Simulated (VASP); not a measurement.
A run of VASP 6.6.1 is set up as follows.

The input INCAR:

```
SYSTEM = W
PREC = Accurate
ENCUT = 600
EDIFF = 1E-6
ISMEAR = -1
SIGMA = 0.05
LREAL = .FALSE.
LASPH = .TRUE.
NELM = 80
ALGO = Fast
ISIF = 3
LWAVE = .FALSE.
LCHARG = .FALSE.
GGA = PS
IBRION = 2
NSW = 60
EDIFFG = -0.01
```

The input KPOINTS:

```
Automatic mesh
0
G
  11 11 11
  0 0 0
```

Contents of POSCAR:

```
W
1.0
    0.0000000000      2.0300000000      2.0300000000
    2.0300000000      0.0000000000      2.0300000000
    2.0300000000      2.0300000000      0.0000000000
W
1
Direct
    0.0000000000      0.0000000000      0.0000000000
```

Potentials or basis: VASP PAW PBE potentials, release 64 (W_sv).

Command:

```sh
$ cat potpaw_PBE.64/W_sv/POTCAR > POTCAR
$ mpirun -np 1 vasp_std > vasp.out
```

Q: Predict the space group after relaxing (to 0.05 Å).

A: Fm-3m (No. 225).

Q: What does it give for the band gap on the k mesh?

A: Zero (band 7 reaches 13.44 eV, above the bottom of band 8 at 10.05 eV).

Q: Predict the relaxed cell.

A: a = 2.830 Å, b = 2.830 Å, c = 2.830 Å, α = 60.00°, β = 60.00°, γ = 60.00°.

Q: Predict the relaxed volume.

A: 16.03 Å³/atom.

Final structure:
```yaml
crystal:
  lattice:
    - [0.00000, 2.00129, 2.00129]
    - [2.00129, 0.00000, 2.00129]
    - [2.00129, 2.00129, 0.00000]
  atoms:
    - { symbol: W, position: [0.00000, 0.00000, 0.00000] }
```

Caveat: the PAW data sets were made with another functional, which shifts forces and pressure a little; spin-orbit coupling is left out, which moves the levels of the heavy elements.
